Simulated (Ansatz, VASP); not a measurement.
# LiF in VASP and in Ansatz

The input INCAR:

```
PREC     = Accurate       # precision mode
ENCUT    = 520            # plane-wave cutoff, eV
EDIFF    = 1E-8           # SCF threshold, eV
ISMEAR   = -1             # smearing method
SIGMA    = 0.03           # smearing width, eV
LREAL    = False          # projectors in reciprocal space
LASPH    = True           # aspherical terms in the spheres
NELM     = 60             # most SCF steps
ALGO     = Normal         # electronic algorithm
ISIF     = 2              # what is computed and relaxed
LWAVE    = False          # write WAVECAR
LCHARG   = False          # write CHGCAR
LEFG     = True         
NBANDS   = 12             # bands
```

Contents of KPOINTS:

```
Automatic mesh
0
Gamma
  10 10 10
```

POSCAR

```
LiF
1.0
    0.0000000000      2.0470222626      2.0470222626
    2.0470222626      0.0000000000      2.0470222626
    2.0470222626      2.0470222626      0.0000000000
Li F
1 1
Direct
    0.0000000000      0.0000000000      0.0000000000
    0.5000000000      0.5000000000      0.5000000000
```

Input for Ansatz:

```yaml
crystal:
  lattice:
    - [0.0, 2.0470222626, 2.0470222626]
    - [2.0470222626, 0.0, 2.0470222626]
    - [2.0470222626, 2.0470222626, 0.0]
  atoms:
    - { symbol: Li, position: [0.0, 0.0, 0.0] }
    - { symbol: F, position: [0.5, 0.5, 0.5] }
kpoints:
  mp_grid: { grid: [10, 10, 10] }
scf:
  occupations: { method: fermi_dirac, width: 0.03 }
hamiltonian:
  xc: lda
  pseudopotentials: { kind: paw }
output:
  forces: true
  stress: true
  eigenvalues: true
  efg: { contact_densities: true }
```

Change from the starting cell: volume scaled by 1.05, PAW files.

Alike in both runs: task electric field gradients; functional LDA; k mesh 10 × 10 × 10; occupations fermi-dirac, width 0.03 eV; no spin polarisation.

```csv
,VASP,Ansatz
version,VASP 6.6.1,Ansatz 0.2.0
potentials or method,"VASP PAW LDA potentials, release 64 (Li_sv, F)","PAW with Ansatz's default frozen-core files, scalar-relativistic"
plane-wave cutoff (eV),520,420
valence electrons in the cell,10,10
```

```tsv
	VASP	Ansatz	Ansatz less VASP
gap on the k mesh at the Fermi level (eV)	8.41	8.42	+0.010
```

LDA's correlation is that of Perdew and Zunger in VASP and of Perdew and Wang (1992) in Ansatz.

Noted on VASP's run: the cutoff is short for stress, so the pressure is rough.
